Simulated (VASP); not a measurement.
# P in VASP: further runs

Runs on P. Level: PBEsol. Tasks: single point.

All numbers are computed with VASP 6.6.1; they aren't measurements. Logs are shortened: lines on timing, memory, paths and dates and some standing lists are left out, and cuts for length are marked.

## Step 1: The cell of the first run

The cell holds a slab with vacuum, 4 atoms: a = 3.448 Å, b = 36.600 Å, c = 4.748 Å, α = 90.00°, β = 90.00°, γ = 90.00°.

## Step 2: Single point, PBEsol (strain +0.050 along x and y, +0.025 along z)

INCAR reads:

```
PREC = Accurate
ENCUT = 520
EDIFF = 1E-6
ISMEAR = 0
SIGMA = 0.05
LREAL = F
LASPH = T
NELM = 80
ALGO = Normal
ISIF = 2
LWAVE = F
LCHARG = F
GGA = PS
NBANDS = 18
```

KPOINTS reads:

```
Automatic mesh
0
Gamma
  8 1 6
```

POSCAR reads:

```
P
1.0
    3.4479141060      0.0000000000      0.0000000000
    0.0000000000     36.5998825395      0.0000000000
    0.0000000000      0.0000000000      4.7478868277
P
4
Direct
    0.0000000000      0.9702614300      0.5921507200
    0.0000000000      0.0297385700      0.4078492800
    0.5000000000      0.0297385700      0.0921507200
    0.5000000000      0.9702614300      0.9078492800
```

Potentials or basis: VASP PAW PBE potentials, release 64 (P).

Run with:

```bash
cat potpaw_PBE.64/P/POTCAR > POTCAR
mpirun -np 1 vasp_std > vasp.out
```

OUTCAR:

```text
PREC = Accurate
   ENCUT = 520
   EDIFF = 1E-6
   ISMEAR = 0
   LREAL = F
   LASPH = T
   NELM = 80
   ISIF = 2
   GGA = PS

 ion  position               nearest neighbor table
   1  0.000  0.970  0.592-   4 2.28   4 2.28   2 2.35
   2  0.000  0.030  0.408-   3 2.28   3 2.28   1 2.35
   3  0.500  0.030  0.092-   2 2.28   2 2.28   4 2.35
   4  0.500  0.970  0.908-   1 2.28   1 2.28   3 2.35

  LATTYP: Found a simple orthorhombic cell.
 ALAT       =     3.4479141060
 B/A-ratio  =     1.3770316434
 C/A-ratio  =    10.6150795566

  Lattice vectors:

 A1 = (  -3.4479141060,   0.0000000000,   0.0000000000)
 A2 = (   0.0000000000,   0.0000000000,   4.7478868277)
 A3 = (   0.0000000000,  36.5998825395,   0.0000000000)

Analysis of symmetry for initial positions (statically):
=====================================================================
 Subroutine PRICEL returns:
 Original cell was already a primitive cell.

 Routine SETGRP: Setting up the symmetry group for a
 simple orthorhombic supercell.

 Subroutine GETGRP returns: Found  8 space group operations
 (whereof  4 operations were pure point group operations)
 out of a pool of  8 trial point group operations.

The static configuration has the point symmetry C_2h.
 The point group associated with its full space group is D_2h.

Analysis of symmetry for dynamics (positions and initial velocities):
=====================================================================
 Subroutine PRICEL returns:
 Original cell was already a primitive cell.

 Routine SETGRP: Setting up the symmetry group for a
 simple orthorhombic supercell.

 Subroutine GETGRP returns: Found  8 space group operations
 (whereof  4 operations were pure point group operations)
 out of a pool of  8 trial point group operations.

The dynamic configuration has the point symmetry C_2h.
 The point group associated with its full space group is D_2h.

 Subroutine INISYM returns: Found  8 space group operations
 (whereof  4 operations are pure point group operations),
 and found     1 'primitive' translations

----------------------------------------------------------------------------------------

                                     Primitive cell

  volume of cell :     599.1513

  direct lattice vectors                    reciprocal lattice vectors
     3.447914106  0.000000000  0.000000000     0.290030427  0.000000000  0.000000000
     0.000000000 36.599882540  0.000000000     0.000000000  0.027322492  0.000000000
     0.000000000  0.000000000  4.747886828     0.000000000  0.000000000  0.210620016

  length of vectors
     3.447914106 36.599882540  4.747886828     0.290030427  0.027322492  0.210620016

  position of ions in fractional coordinates (direct lattice)
     0.000000000  0.970261430  0.592150720
     0.000000000  0.029738570  0.407849280
     0.500000000  0.029738570  0.092150720
     0.500000000  0.970261430  0.907849280

  ion indices of the primitive-cell ions
   primitive index   ion index
                 1           1
                 2           2
                 3           3
                 4           4

----------------------------------------------------------------------------------------

 KPOINTS: Automatic mesh

Automatic generation of k-mesh.
 Grid dimensions read from file:
 generate k-points for:    8    1    6

 Generating k-lattice:

  Cartesian coordinates                     Fractional coordinates (reciprocal lattice)
     0.036253803  0.000000000  0.000000000     0.125000000  0.000000000  0.000000000
     0.000000000  0.027322492  0.000000000     0.000000000  1.000000000  0.000000000
     0.000000000  0.000000000  0.035103336     0.000000000  0.000000000  0.166666667

  Length of vectors
     0.036253803  0.027322492  0.035103336

  Shift w.r.t. Gamma in fractional coordinates (k-lattice)
     0.000000000  0.000000000  0.000000000

 Subroutine IBZKPT returns following result:
 ===========================================

 Found     20 irreducible k-points:

 Following reciprocal coordinates:
            Coordinates               Weight
  0.000000  0.000000  0.000000      1.000000
  0.125000  0.000000  0.000000      2.000000
  0.250000  0.000000  0.000000      2.000000
  0.375000  0.000000  0.000000      2.000000
  0.500000  0.000000  0.000000      1.000000
  0.000000  0.000000  0.166667      2.000000
[... 12 lines left out ...]
  0.375000  0.000000  0.500000      2.000000
  0.500000  0.000000  0.500000      1.000000
   k-points           NKPTS =     20   k-points in BZ     NKDIM =     20   number of bands    NBANDS=     18
   number of dos      NEDOS =    301   number of ions     NIONS =      4
   total plane-waves  NPLWV = 282240
   dimension x,y,z NGX =    28 NGY =  280 NGZ =   36
   dimension x,y,z NGXF=    56 NGYF=  560 NGZF=   72
   ions per type =               4
   NGX,Y,Z   is equivalent  to a cutoff of  13.50, 12.72, 12.61 a.u.
   NGXF,Y,Z  is equivalent  to a cutoff of  27.00, 25.44, 25.21 a.u.
 SYSTEM =  unknown system
   PREC   = accura    normal or accurate (medium, high low for compatibility)
   ISTART =      0    job   : 0-new  1-cont  2-samecut
   ICHARG =      2    charge: 1-file 2-atom 10-const
   ISPIN  =      1    spin polarized calculation?
   LNONCOLLINEAR =      F non collinear calculations
   LSORBIT =      F    spin-orbit coupling
   LASPH  =      T    aspherical Exc in radial PAW
   ENCUT  =  520.0 eV  38.22 Ry    6.18 a.u.   6.41 68.05  8.83*2*pi/ulx,y,z
   NELM   =     80;   NELMIN=  2; NELMDL= -5     # of ELM steps
   EDIFF  = 0.1E-05   stopping-criterion for ELM
   LREAL  =      F    real-space projection
   EDIFFG = 0.1E-04   stopping-criterion for IOM
   NSW    =      0    number of steps for IOM
   IBRION =     -1    ionic relax: 0-MD 1-quasi-New 2-CG
   NFREE  =      0    steps in history (QN), initial steepest desc. (CG)
   ISIF   =      2    stress and relaxation
   ISYM   =      2    0-nonsym 1-usesym 2-fastsym
   POTIM  = 0.5000    time-step for ionic-motion
   TEBEG  =    0.0;   TEEND  =   0.0 temperature during run
   PSTRESS=    0.0 pullay stress
   NELECT =      20.0000    total number of electrons
   NUPDOWN=      -1.0000    fix difference up-down
   EMIN   =  10.00;   EMAX   =-10.00  energy-range for DOS
   EFERMI =   0.00;   METHOD = LEGACY
   ISMEAR =     0;   SIGMA  =   0.05  broadening in eV -4-tet -1-fermi 0-gaus
   EFERMI_NEDOS =   21; number of points for ismear=-14 and -15
   IALGO  =     38    algorithm
   IMIX   =      4    mixing-type and parameters
     AMIX     =   0.40;   BMIX     =  1.00
     AMIX_MAG =   1.60;   BMIX_MAG =  1.00
  volume/ion in A,a.u.               =     149.79      1010.82
  Fermi-wavevector in a.u.,A,eV,Ry     =   0.527116  0.996104  3.780393  0.277851
  Thomas-Fermi vector in A             =   1.548128
   LORBIT       =      0    0 simple, 1 ext, 2 COOP (PROOUT), +10 PAW based schemes
   GGA     = PS    functional components
   LHFCALC =     F    Hartree Fock is set to
   AEXX    =    0.0000 exact exchange contribution
   IVDW    =     0    specifies the selected vdW correction
   LEPSILON=     F    determine dielectric tensor
   LRPA    =     F    only Hartree local field effects (RPA)
 non-spin polarized calculation
 Gauss-broadening in eV      SIGMA  =   0.05
  energy-cutoff  :      520.00
  volume of cell :      599.15
 maximum number of plane-waves:     16238
 NGX is ok and might be reduce to    28
   NGX = 13   NGY =137   NGZ = 17

 number of electron      20.0000000 magnetization

 Free energy of the ion-electron system (eV)
  ---------------------------------------------------
  ext. energy  EPLUGINS =         0.00000000
  ---------------------------------------------------
  free energy    TOTEN  =       -22.53090377 eV

  energy without entropy =      -22.53090377  energy(sigma->0) =      -22.53090377

 E-fermi :  -3.4516     XC(G=0):  -1.6581

 val. band max:       -3.6750994322   @ k =   0.0000   0.0000   0.0000
 cond. band min:      -2.8183293422   @ k =   0.0000   0.0000   0.0000
 fundamental gap:      0.8567700900
 Fermi energy:        -3.4516159587

 k-point     1 :       0.0000    0.0000    0.0000
  band No.  band energies     occupation
      1     -17.9103      2.00000
      2     -15.7510      2.00000
      3     -12.5277      2.00000
      4      -8.9008      2.00000
      5      -8.6038      2.00000
      6      -7.6552      2.00000
[... 10 lines left out ...]
     17       1.4261      0.00000
     18       1.5658      0.00000

 k-point     2 :       0.1250    0.0000    0.0000
  band No.  band energies     occupation
      1     -17.7427      2.00000
      2     -15.5751      2.00000
      3     -12.6449      2.00000
      4      -8.8796      2.00000
      5      -8.7759      2.00000
      6      -7.7790      2.00000
[... 10 lines left out ...]
     17       1.2497      0.00000
     18       1.6229      0.00000

 k-point     3 :       0.2500    0.0000    0.0000
  band No.  band energies     occupation
      1     -17.2460      2.00000
      2     -15.0503      2.00000
      3     -13.1658      2.00000
      4     -10.0052      2.00000
      5      -8.6165      2.00000
      6      -8.4424      2.00000
[... 10 lines left out ...]
     17       1.6682      0.00000
     18       1.8032      0.00000

 k-point     4 :       0.3750    0.0000    0.0000
  band No.  band energies     occupation
      1     -16.4414      2.00000
      2     -14.1901      2.00000
      3     -14.1863      2.00000
      4     -11.5578      2.00000
      5      -8.6647      2.00000
      6      -8.1088      2.00000
[... 291 lines left out ...]
      4     -11.8812      2.00000
      5      -8.7279      2.00000
      6      -8.7279      2.00000
[... 10 lines left out ...]
     17       2.4098      0.00000
     18       2.4098      0.00000

 k-point    19 :       0.3750    0.0000    0.5000
  band No.  band energies     occupation
      1     -15.5996      2.00000
      2     -15.5996      2.00000
      3     -12.6422      2.00000
      4     -12.6422      2.00000
      5      -8.8631      2.00000
      6      -8.8631      2.00000
[... 10 lines left out ...]
     17       2.6774      0.00000
     18       2.6774      0.00000

 k-point    20 :       0.5000    0.0000    0.5000
  band No.  band energies     occupation
      1     -15.0971      2.00000
      2     -15.0971      2.00000
      3     -13.2680      2.00000
      4     -13.2680      2.00000
      5      -8.2613      2.00000
      6      -8.2613      2.00000
[... 10 lines left out ...]
     17       2.6671      0.00000
     18       2.6671      0.00000

------------------------ aborting loop because EDIFF is reached ----------------------------------------

  FORCE on cell =-STRESS in cart. coord.  units (eV):
  Direction    XX          YY          ZZ          XY          YZ          ZX
  --------------------------------------------------------------------------------------
  -------------------------------------------------------------------------------------
  Total       -5.9445172     -3.1487275     -3.3915583      0.0000000     -0.0000000      0.0000000
  in kB      -15.8961034     -8.4199435     -9.0692920      0.0000000     -0.0000000      0.0000000
  external PRESSURE =     -11.1284463 kB  Pullay stress =       0.0000000 kB

 VOLUME and BASIS-vectors are now :
 -----------------------------------------------------------------------------
  energy-cutoff  :      520.00
  volume of cell :      599.15
      direct lattice vectors                 reciprocal lattice vectors
     3.447914106  0.000000000  0.000000000     0.290030427  0.000000000  0.000000000
     0.000000000 36.599882540  0.000000000     0.000000000  0.027322492  0.000000000
     0.000000000  0.000000000  4.747886828     0.000000000  0.000000000  0.210620016

 POSITION                                       TOTAL-FORCE (eV/Angst)
 -----------------------------------------------------------------------------------
      0.00000     35.51145      2.81146        -0.000000      0.720063      0.136199
      0.00000      1.08843      1.93642         0.000000     -0.720063     -0.136199
      1.72396      1.08843      0.43752         0.000000     -0.720063      0.136199
      1.72396     35.51145      4.31037        -0.000000      0.720063     -0.136199
 -----------------------------------------------------------------------------------
    total drift:                               -0.000000      0.000000     -0.000000

  FREE ENERGIE OF THE ION-ELECTRON SYSTEM (eV)
  ---------------------------------------------------
  free  energy   TOTEN  =       -22.5309037655 eV

  energy  without entropy=      -22.5309037655  energy(sigma->0) =      -22.53090377
```

It took 3.2 min on 1 thread of Intel Xeon Platinum 8488C (Sapphire Rapids), shared host; peak memory 0.65 GiB.

What came out:

```yaml
Free_energy: -22.5309 eV
Largest_force: 0.733 eV/Å
Band_gap_on_the_k_mesh: 0.86 eV
```

Forces on the atoms (eV/Å):
```
P    0.000  0.720  0.136
P    0.000 -0.720 -0.136
P    0.000 -0.720  0.136
P    0.000  0.720 -0.136
```

Caveat: the cell differs from its parent crystal (strain +0.050 along x and y, +0.025 along z); there is no dipole correction, which matters where the two faces differ; the PAW data sets were made with another functional, which shifts forces and pressure a little.

## Step 3: Single point, PBEsol (strain +0.050 along x and y, +0.050 along z)

INCAR reads:

```
PREC     = Accurate       # precision mode
ENCUT    = 520            # plane-wave cutoff, eV
EDIFF    = 1E-6           # SCF threshold, eV
ISMEAR   = 0              # smearing method
SIGMA    = 0.05           # smearing width, eV
LREAL    = F              # projectors in reciprocal space
LASPH    = T              # aspherical terms in the spheres
NELM     = 60             # most SCF steps
ALGO     = Normal         # electronic algorithm
ISIF     = 2              # what is computed and relaxed
LWAVE    = F              # write WAVECAR
LCHARG   = F              # write CHGCAR
GGA      = PS             # functional
NBANDS   = 18             # bands
```

KPOINTS is that of step 2.

Changes to POSCAR since step 2:

```diff
@@ -4,3 +4,3 @@
     0.0000000000     36.5998825395      0.0000000000
-    0.0000000000      0.0000000000      4.7478868277
+    0.0000000000      0.0000000000      4.8636889455
 P
```

Potentials or basis: VASP PAW PBE potentials, release 64 (P).

Run with:

```bash
cat potpaw_PBE.64/P/POTCAR > POTCAR
mpirun -np 1 vasp_std > vasp.out
```

OUTCAR:

```text
PREC = Accurate
   ENCUT = 520
   EDIFF = 1E-6
   ISMEAR = 0
   LREAL = F
   LASPH = T
   NELM = 60
   ISIF = 2
   GGA = PS

 ion  position               nearest neighbor table
   1  0.000  0.970  0.592-   4 2.31   4 2.31   2 2.35
   2  0.000  0.030  0.408-   3 2.31   3 2.31   1 2.35
   3  0.500  0.030  0.092-   2 2.31   2 2.31   4 2.35
   4  0.500  0.970  0.908-   1 2.31   1 2.31   3 2.35

  LATTYP: Found a simple orthorhombic cell.
 ALAT       =     3.4479141060
[... 613 lines left out ...]

  FORCE on cell =-STRESS in cart. coord.  units (eV):
  Direction    XX          YY          ZZ          XY          YZ          ZX
  --------------------------------------------------------------------------------------
  -------------------------------------------------------------------------------------
  Total       -6.3789426     -3.3130795     -4.7585385      0.0000000      0.0000000      0.0000000
  in kB      -16.6516530     -8.6484947    -12.4217346      0.0000000      0.0000000      0.0000000
  external PRESSURE =     -12.5739608 kB  Pullay stress =       0.0000000 kB

 VOLUME and BASIS-vectors are now :
 -----------------------------------------------------------------------------
  energy-cutoff  :      520.00
  volume of cell :      613.76
      direct lattice vectors                 reciprocal lattice vectors
     3.447914106  0.000000000  0.000000000     0.290030427  0.000000000  0.000000000
     0.000000000 36.599882540  0.000000000     0.000000000  0.027322492  0.000000000
     0.000000000  0.000000000  4.863688945     0.000000000  0.000000000  0.205605254

 POSITION                                       TOTAL-FORCE (eV/Angst)
 -----------------------------------------------------------------------------------
      0.00000     35.51145      2.88004         0.000000      0.757728      0.436572
      0.00000      1.08843      1.98365        -0.000000     -0.757728     -0.436572
      1.72396      1.08843      0.44819        -0.000000     -0.757728      0.436572
      1.72396     35.51145      4.41550        -0.000000      0.757728     -0.436572
 -----------------------------------------------------------------------------------
    total drift:                               -0.000000      0.000000     -0.000000

  FREE ENERGIE OF THE ION-ELECTRON SYSTEM (eV)
  ---------------------------------------------------
  free  energy   TOTEN  =       -22.4330646824 eV

  energy  without entropy=      -22.4330646824  energy(sigma->0) =      -22.43306468
```

OSZICAR:

```text
N       E                     dE             d eps       ncg     rms          rms(c)
DAV:   1     0.133801534655E+03    0.13380E+03   -0.52402E+03   720   0.702E+02
DAV:   2    -0.346943086709E+01   -0.13727E+03   -0.12838E+03  1208   0.125E+02
DAV:   3    -0.221720051859E+02   -0.18703E+02   -0.18616E+02   980   0.561E+01
DAV:   4    -0.225807237256E+02   -0.40872E+00   -0.40740E+00   992   0.108E+01
[... 12 lines left out ...]
DAV:  17    -0.224330411788E+02   -0.25480E-04   -0.91399E-07   776   0.282E-03    0.263E-03
DAV:  18    -0.224330567771E+02   -0.15598E-04   -0.37811E-07   766   0.200E-03    0.252E-03
DAV:  19    -0.224330607238E+02   -0.39467E-05   -0.71822E-08   752   0.910E-04    0.141E-03
DAV:  20    -0.224330639109E+02   -0.31871E-05   -0.70767E-08   692   0.910E-04    0.108E-03
DAV:  21    -0.224330646824E+02   -0.77154E-06   -0.87340E-09   634   0.408E-04
   1 F= -.22433065E+02 E0= -.22433065E+02  d E =-.574590E-11
```

stdout:

```text
POSCAR found type information on POSCAR P
 POSCAR found :  1 types and       4 ions
 scaLAPACK will be used
 -----------------------------------------------------------------------------
|                                                                             |
|                                                                             |
|     You enforced a specific xc type in the INCAR file but a different       |
|     I HOPE YOU KNOW WHAT YOU ARE DOING!                                     |
|                                                                             |
 -----------------------------------------------------------------------------

 LDA part: xc-table for (Slater+PW92), standard interpolation
 POSCAR, INCAR and KPOINTS ok, starting setup
 FFT: planning ... GRIDC
 FFT: planning ... GRID_SOFT
 FFT: planning ... GRID
 WAVECAR not read
 entering main loop
```

Run time: 3.2 min. Hardware: 1 thread of Intel Xeon Platinum 8488C (Sapphire Rapids), shared host; peak memory 0.68 GiB.

What came out:

| Item | Value |
| --- | --- |
| Free energy | -22.4331 eV |
| Largest force | 0.874 eV/Å |
| Band gap on the k mesh | 1.00 eV |

Forces in eV/Å, atoms in the order of the input:
```
P    0.000  0.758  0.437
P    0.000 -0.758 -0.437
P    0.000 -0.758  0.437
P    0.000  0.758 -0.437
```

Caveat: the cell differs from its parent crystal (strain +0.050 along x and y, +0.050 along z); there is no dipole correction, which matters where the two faces differ; the PAW data sets were made with another functional, which shifts forces and pressure a little.
